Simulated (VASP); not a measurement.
Runs of VASP 6.6.1 on AlCo3. The structure is that of space group Pm-3m (No. 221), or close to it. The cells are those of the table. 

```csv
cell,gap on the mesh (eV),pressure (GPa),moment (μB)
"a = 3.643 Å, 4 atoms",none,(c),3.92
"a = 3.382 Å, 4 atoms",none,27.8,1.23
"a = 3.529 Å, 4 atoms",none,(a),3.78
"a = 3.494 Å, 4 atoms",none,(b),2.12
"a = 3.457 Å, 4 atoms",none,8.1,1.63
"a = 3.420 Å, 4 atoms",none,(d),1.40
```

Alike in all rows: task single point; level PBEsol; potentials or basis VASP PAW PBE potentials, release 64 (Al, Co); spin collinear, ferromagnetic start; k mesh 12 × 12 × 12; cutoff (eV) 520; smearing gaussian 0.1 eV.

Question: Fill in the values left out.

Answer: (a) -0.5; (b) 2.7; (c) -16.2; (d) 17.0.

Caveats: the PAW data sets were made with another functional, which shifts forces and pressure a little; the cell stands under pressure (at least some runs); the cell stands under tension (at least some runs).

A gap of «none» marks levels without a gap at the run's occupations.
